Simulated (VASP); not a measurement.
# P in VASP: further runs

The runs below take P through single point, with PBE+D3(BJ).

Program: VASP 6.6.1. These are calculated values, not measurements. Logs are shortened: lines on timing, memory, paths and dates and some standing lists are left out, and cuts for length are marked.

### 1 The cell of the first run

The cell holds a slab with vacuum, 2 atoms: a = 3.136 Å, b = 3.136 Å, c = 28.000 Å, α = 90.00°, β = 90.00°, γ = 120.00°.

### 2 Single point, PBE+D3(BJ)

The input, INCAR:

```
PREC     = Accurate       # precision mode
ENCUT    = 520            # plane-wave cutoff, eV
EDIFF    = 1E-7           # SCF threshold, eV
ISMEAR   = 0              # smearing method
SIGMA    = 0.02           # smearing width, eV
LREAL    = F              # projectors in reciprocal space
LASPH    = T              # aspherical terms in the spheres
NELM     = 60             # most SCF steps
ALGO     = Normal         # electronic algorithm
ISIF     = 2              # what is computed and relaxed
LWAVE    = F              # write WAVECAR
LCHARG   = F              # write CHGCAR
LDIPOL   = T            
IDIPOL   = 3            
DIPOL    = 0.5 0.5 0.500
GGA      = PE             # functional
IVDW     = 12             # dispersion correction
NBANDS   = 12             # bands
```

The input, KPOINTS:

```
Automatic mesh
0
Gamma
  9 9 1
```

The input, POSCAR:

```
P
1.0
    3.1360000000      0.0000000000      0.0000000000
   -1.5680000000      2.7158556663      0.0000000000
    0.0000000000      0.0000000000     28.0000000000
P
2
Direct
    0.3333333333      0.6666666667      0.5238214286
    0.6666666667      0.3333333333      0.4761785714
```

Potentials or basis: VASP PAW PBE potentials, release 64 (P).

Command:

```
$ cat potpaw_PBE.64/P/POTCAR > POTCAR
$ mpirun -np 1 vasp_std > vasp.out
```

OUTCAR:

```text
PREC = Accurate
   ENCUT = 520
   EDIFF = 1E-7
   ISMEAR = 0
   LREAL = F
   LASPH = T
   NELM = 60
   ISIF = 2
   GGA = PE
   IVDW = 12
 IVDW          = 12

 ion  position               nearest neighbor table
   1  0.333  0.667  0.524-   2 2.25   2 2.25   2 2.25
   2  0.667  0.333  0.476-   1 2.25   1 2.25   1 2.25

  LATTYP: Found a hexagonal cell.
 ALAT       =     3.1360000000
 C/A-ratio  =     8.9285714286

  Lattice vectors:

 A1 = (   3.1360000000,   0.0000000000,   0.0000000000)
 A2 = (  -1.5680000000,   2.7158556663,   0.0000000000)
 A3 = (   0.0000000000,   0.0000000000,  28.0000000000)

Analysis of symmetry for initial positions (statically):
=====================================================================
 Subroutine PRICEL returns:
 Original cell was already a primitive cell.

 Routine SETGRP: Setting up the symmetry group for a
 hexagonal supercell.

 Subroutine GETGRP returns: Found 12 space group operations
 (whereof 12 operations were pure point group operations)
 out of a pool of 24 trial point group operations.

The static configuration has the point symmetry D_3d.

Analysis of symmetry for dynamics (positions and initial velocities):
=====================================================================
 Subroutine PRICEL returns:
 Original cell was already a primitive cell.

 Routine SETGRP: Setting up the symmetry group for a
 hexagonal supercell.

 Subroutine GETGRP returns: Found 12 space group operations
 (whereof 12 operations were pure point group operations)
 out of a pool of 24 trial point group operations.

The dynamic configuration has the point symmetry D_3d.

 Subroutine INISYM returns: Found 12 space group operations
 (whereof 12 operations are pure point group operations),
 and found     1 'primitive' translations

----------------------------------------------------------------------------------------

                                     Primitive cell

  volume of cell :     238.4739

  direct lattice vectors                    reciprocal lattice vectors
     3.136000000  0.000000000  0.000000000     0.318877551  0.184104040  0.000000000
    -1.568000000  2.715855666  0.000000000     0.000000000  0.368208080  0.000000000
     0.000000000  0.000000000 28.000000000     0.000000000  0.000000000  0.035714286

  length of vectors
     3.136000000  3.136000000 28.000000000     0.368208080  0.368208080  0.035714286

  position of ions in fractional coordinates (direct lattice)
     0.333333333  0.666666667  0.523821429
     0.666666667  0.333333333  0.476178571

  ion indices of the primitive-cell ions
   primitive index   ion index
                 1           1
                 2           2

----------------------------------------------------------------------------------------

 KPOINTS: Automatic mesh

Automatic generation of k-mesh.
 Grid dimensions read from file:
 generate k-points for:    9    9    1

 Generating k-lattice:

  Cartesian coordinates                     Fractional coordinates (reciprocal lattice)
     0.035430839  0.020456004  0.000000000     0.111111111  0.000000000  0.000000000
     0.000000000  0.040912009  0.000000000     0.000000000  0.111111111  0.000000000
     0.000000000  0.000000000  0.035714286     0.000000000  0.000000000  1.000000000

  Length of vectors
     0.040912009  0.040912009  0.035714286

  Shift w.r.t. Gamma in fractional coordinates (k-lattice)
     0.000000000  0.000000000  0.000000000

 Subroutine IBZKPT returns following result:
 ===========================================

 Found     12 irreducible k-points:

 Following reciprocal coordinates:
            Coordinates               Weight
  0.000000  0.000000  0.000000      1.000000
  0.111111  0.000000  0.000000      6.000000
  0.222222  0.000000  0.000000      6.000000
  0.333333  0.000000  0.000000      6.000000
  0.444444  0.000000  0.000000      6.000000
  0.111111  0.111111  0.000000      6.000000
  0.222222  0.111111  0.000000     12.000000
  0.333333  0.111111  0.000000     12.000000
  0.444444  0.111111  0.000000      6.000000
  0.222222  0.222222  0.000000      6.000000
  0.333333  0.222222  0.000000     12.000000
  0.333333  0.333333  0.000000      2.000000
   k-points           NKPTS =     12   k-points in BZ     NKDIM =     12   number of bands    NBANDS=     12
   number of dos      NEDOS =    301   number of ions     NIONS =      2
   total plane-waves  NPLWV = 120960
   dimension x,y,z NGX =    24 NGY =   24 NGZ =  210
   dimension x,y,z NGXF=    48 NGYF=   48 NGZF=  420
   ions per type =               2
   NGX,Y,Z   is equivalent  to a cutoff of  12.72, 12.72, 12.47 a.u.
   NGXF,Y,Z  is equivalent  to a cutoff of  25.45, 25.45, 24.94 a.u.
 SYSTEM =  unknown system
   PREC   = accura    normal or accurate (medium, high low for compatibility)
   ISTART =      0    job   : 0-new  1-cont  2-samecut
   ICHARG =      2    charge: 1-file 2-atom 10-const
   ISPIN  =      1    spin polarized calculation?
   LNONCOLLINEAR =      F non collinear calculations
   LSORBIT =      F    spin-orbit coupling
   LASPH  =      T    aspherical Exc in radial PAW
   ENCUT  =  520.0 eV  38.22 Ry    6.18 a.u.   5.83  5.83 52.06*2*pi/ulx,y,z
   NELM   =     60;   NELMIN=  2; NELMDL= -5     # of ELM steps
   EDIFF  = 0.1E-06   stopping-criterion for ELM
   LREAL  =      F    real-space projection
   EDIFFG = 0.1E-05   stopping-criterion for IOM
   NSW    =      0    number of steps for IOM
   IBRION =     -1    ionic relax: 0-MD 1-quasi-New 2-CG
   NFREE  =      0    steps in history (QN), initial steepest desc. (CG)
   ISIF   =      2    stress and relaxation
   ISYM   =      2    0-nonsym 1-usesym 2-fastsym
   POTIM  = 0.5000    time-step for ionic-motion
   TEBEG  =    0.0;   TEEND  =   0.0 temperature during run
   PSTRESS=    0.0 pullay stress
   NELECT =      10.0000    total number of electrons
   NUPDOWN=      -1.0000    fix difference up-down
   EMIN   =  10.00;   EMAX   =-10.00  energy-range for DOS
   EFERMI =   0.00;   METHOD = LEGACY
   ISMEAR =     0;   SIGMA  =   0.02  broadening in eV -4-tet -1-fermi 0-gaus
   EFERMI_NEDOS =   21; number of points for ismear=-14 and -15
   IALGO  =     38    algorithm
   IMIX   =      4    mixing-type and parameters
     AMIX     =   0.40;   BMIX     =  1.00
     AMIX_MAG =   1.60;   BMIX_MAG =  1.00
  volume/ion in A,a.u.               =     119.24       804.65
  Fermi-wavevector in a.u.,A,eV,Ry     =   0.568759  1.074798  4.401298  0.323486
  Thomas-Fermi vector in A             =   1.608118
   LORBIT       =      0    0 simple, 1 ext, 2 COOP (PROOUT), +10 PAW based schemes
   GGA     = PE    functional components
   LHFCALC =     F    Hartree Fock is set to
   AEXX    =    0.0000 exact exchange contribution
   IVDW    =    12    specifies the selected vdW correction
   LEPSILON=     F    determine dielectric tensor
   LRPA    =     F    only Hartree local field effects (RPA)
 non-spin polarized calculation
 Gauss-broadening in eV      SIGMA  =   0.02
  energy-cutoff  :      520.00
  volume of cell :      238.47
 maximum number of plane-waves:      6452
 NGX is ok and might be reduce to    24
   NGX = 11   NGY = 11   NGZ =105

 number of electron      10.0000000 magnetization

 dipolmoment           0.000000      0.000000      0.000000 electrons x Angstroem

 number of electron       9.9999999 magnetization

 dipolmoment           0.000000      0.000000     -0.000000 electrons x Angstroem

 Free energy of the ion-electron system (eV)
  ---------------------------------------------------
  ext. energy  EPLUGINS =         0.00000000
  ---------------------------------------------------
  free energy    TOTEN  =       -10.58726105 eV

  energy without entropy =      -10.58726105  energy(sigma->0) =      -10.58726105

 E-fermi :  -3.1786     XC(G=0):  -1.9673

 val. band max:       -3.3033897690   @ k =   0.0000   0.0000   0.0000
 cond. band min:      -2.5344129710   @ k =   0.3333   0.3333   0.0000
 fundamental gap:      0.7689767980
 Fermi energy:        -3.1785501025

 k-point     1 :       0.0000    0.0000    0.0000
  band No.  band energies     occupation
      1     -18.6332      2.00000
      2     -11.2649      2.00000
      3      -5.3013      2.00000
      4      -3.3034      2.00000
      5      -3.3034      2.00000
      6       0.4712      0.00000
      7       0.4712      0.00000
      8       0.7082      0.00000
      9       1.3552      0.00000
     10       1.5054      0.00000
     11       1.9050      0.00000
     12       2.0964      0.00000

 k-point     2 :       0.1111    0.0000    0.0000
  band No.  band energies     occupation
      1     -18.4115      2.00000
      2     -11.0840      2.00000
      3      -5.1477      2.00000
      4      -4.8805      2.00000
      5      -3.8111      2.00000
      6      -0.0678      0.00000
      7       0.9979      0.00000
      8       1.0130      0.00000
      9       1.7291      0.00000
     10       2.1456      0.00000
     11       2.3299      0.00000
     12       2.5369      0.00000

 k-point     3 :       0.2222    0.0000    0.0000
  band No.  band energies     occupation
      1     -17.7538      2.00000
      2     -10.6367      2.00000
      3      -7.3731      2.00000
      4      -4.7696      2.00000
      5      -4.6917      2.00000
      6      -1.2452      0.00000
      7       1.4399      0.00000
      8       1.5940      0.00000
      9       1.7724      0.00000
     10       2.5749      0.00000
     11       2.9199      0.00000
     12       3.0943      0.00000
[... 106 lines left out ...]
 k-point    11 :       0.3333    0.2222    0.0000
  band No.  band energies     occupation
      1     -14.7769      2.00000
      2     -12.6020      2.00000
      3      -8.8290      2.00000
      4      -7.0594      2.00000
      5      -5.4286      2.00000
      6      -1.9023      0.00000
      7       0.1628      0.00000
      8       1.5646      0.00000
      9       3.7758      0.00000
     10       5.1094      0.00000
     11       5.5371      0.00000
     12       6.3284      0.00000

 k-point    12 :       0.3333    0.3333    0.0000
  band No.  band energies     occupation
      1     -13.5752      2.00000
      2     -13.5752      2.00000
      3      -9.5792      2.00000
      4      -6.1022      2.00000
      5      -6.1022      2.00000
      6      -2.5344      0.00000
      7       1.0511      0.00000
      8       1.0511      0.00000
      9       4.2680      0.00000
     10       6.6448      0.00000
     11       6.8363      0.00000
     12       6.8363      0.00000

------------------------ aborting loop because EDIFF is reached ----------------------------------------

 vacuum level on the upper side and lower side of the slab       (xc-potential included)        -0.013        -0.013

 Edisp (eV)   -0.45788

 E8    (eV) :    -0.1862

  FORCE on cell =-STRESS in cart. coord.  units (eV):
  Direction    XX          YY          ZZ          XY          YZ          ZX
  --------------------------------------------------------------------------------------
  -------------------------------------------------------------------------------------
  Total       1.58534     1.58534    -1.61044     0.00000     0.00000     0.00000
  in kB      10.65106    10.65106   -10.81970     0.00000     0.00000     0.00000
  external pressure =        3.49 kB  Pullay stress =        0.00 kB

 VOLUME and BASIS-vectors are now :
 -----------------------------------------------------------------------------
  energy-cutoff  :      520.00
  volume of cell :      238.47
      direct lattice vectors                 reciprocal lattice vectors
     3.136000000  0.000000000  0.000000000     0.318877551  0.184104040  0.000000000
    -1.568000000  2.715855666  0.000000000     0.000000000  0.368208080  0.000000000
     0.000000000  0.000000000 28.000000000     0.000000000  0.000000000  0.035714286

 POSITION                                       TOTAL-FORCE (eV/Angst)
 -----------------------------------------------------------------------------------
     -0.00000      1.81057     14.66700         0.000000     -0.000000     -1.201156
      1.56800      0.90529     13.33300        -0.000000      0.000000      1.201156
 -----------------------------------------------------------------------------------
    total drift:                               -0.000000     -0.000000     -0.000000

  FREE ENERGIE OF THE ION-ELECTRON SYSTEM (eV)
  ---------------------------------------------------
  free  energy   TOTEN  =       -11.0451412364 eV

  energy  without entropy=      -11.0451412364  energy(sigma->0) =      -11.04514124

 vacuum level on the upper side and lower side of the slab         1.752         1.752
```

Run time: 45 s. Hardware: 1 thread of Intel Xeon Platinum 8375C at 2.90GHz (Ice Lake), shared host; peak memory 0.33 GiB.

What came out:

* Free energy: -11.0451 eV
* Largest force: 1.201 eV/Å
* Band gap on the k mesh: 0.77 eV (least direct gap 2.59 eV)
* Dispersion energy per atom: -0.229 eV

Forces on the atoms (eV/Å):
```
P    0.000  0.000 -1.201
P    0.000  0.000  1.201
```

Levels at points of the mesh, in eV from the valence-band top:
| k point | band 3 | band 4 | band 5 | band 6 | band 7 | band 8 |
| --- | --- | --- | --- | --- | --- | --- |
| (0.00, 0.00, 0.00) | -2.00 | 0.00 | 0.00 | 3.77 | 3.77 | 4.01 |

### 3 Single point, PBE+D3(BJ)

The input, INCAR:

```
PREC = Accurate ; ENCUT = 520
EDIFF = 1E-7 ; ISMEAR = 0
SIGMA = 0.02 ; LREAL = F
LASPH = T ; NELM = 100
ALGO = Normal ; ISIF = 2
LWAVE = F ; LCHARG = F
LDIPOL = T ; IDIPOL = 3
DIPOL = 0.5 0.5 0.500 ; GGA = PE
IVDW = 12 ; NBANDS = 12
```

KPOINTS is that of step 2.

The input, POSCAR:

```
P
1.0
    3.1360000000      0.0000000000      0.0000000000
   -1.5680000000      2.7158556663      0.0000000000
    0.0000000000      0.0000000000     28.0000000000
P
2
Direct
    0.3333333333      0.6666666667      0.5333571429
    0.6666666667      0.3333333333      0.4666428571
```

Potentials or basis: VASP PAW PBE potentials, release 64 (P).

Command:

```
$ cat potpaw_PBE.64/P/POTCAR > POTCAR
$ mpirun -np 1 vasp_std > vasp.out
```

It took 45 s on 1 thread of Intel Xeon Platinum 8375C at 2.90GHz (Ice Lake), shared host; peak memory 0.33 GiB.

Results (log left out):

| Property | Result |
| --- | --- |
| Free energy | -9.3019 eV |
| Largest force | 2.968 eV/Å |
| Band gap on the k mesh | zero (bands 5 and 6 overlap by 2.62 eV) |
| Dispersion energy per atom | -0.218 eV |

Forces on the atoms (eV/Å):
```
P    0.000  0.000 -2.968
P    0.000  0.000  2.968
```

Levels at points of the mesh, in eV from the Fermi level:
```csv
k point,band 3,band 4,band 5,band 6,band 7,band 8
"(0.00, 0.00, 0.00)",-3.44,1.80,1.80,2.14,3.77,3.77
```
